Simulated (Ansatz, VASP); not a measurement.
Two plane-wave programs on Cu

```
Cu
1.0
     0.00000    1.80750    1.71713
     1.80750    0.00000    1.71713
     1.80750    1.80750    0.00000
Cu
1
Cartesian
  0.0000 0.0000 0.0000
```

Change from the starting cell: strain +0.000 along x and y, -0.050 along z, atoms carried along.

Alike in both runs: task single point; functional PBEsol; k mesh 22 × 22 × 22; occupations gaussian, width 0.15 eV; no spin polarisation.

```csv
,VASP,Ansatz
version,VASP 6.6.1,Ansatz 0.2.0
potentials or method,"VASP PAW PBE potentials, release 64 (Cu), cutoff 520 eV","scalar-relativistic, plane waves, PAW"
valence electrons in the cell,11,19
```

VASP gave:

- gap on the k mesh at the Fermi level (eV): none
- pressure (GPa): 2.2
- traceless stress, the component that is largest in VASP (GPa): 1.86

Task: Which values does Ansatz return?

Result: gap on the k mesh at the Fermi level (eV): none; pressure (GPa): 1.5; traceless stress, the component that is largest in VASP (GPa): 1.85.

VASP's potentials were made for PBE, not for PBEsol. A gap of «none» marks a metal or a gap that the smearing closes. VASP's potentials hold 11 valence electrons a cell and Ansatz's 19, so a difference there can come from the potentials and not from the codes.
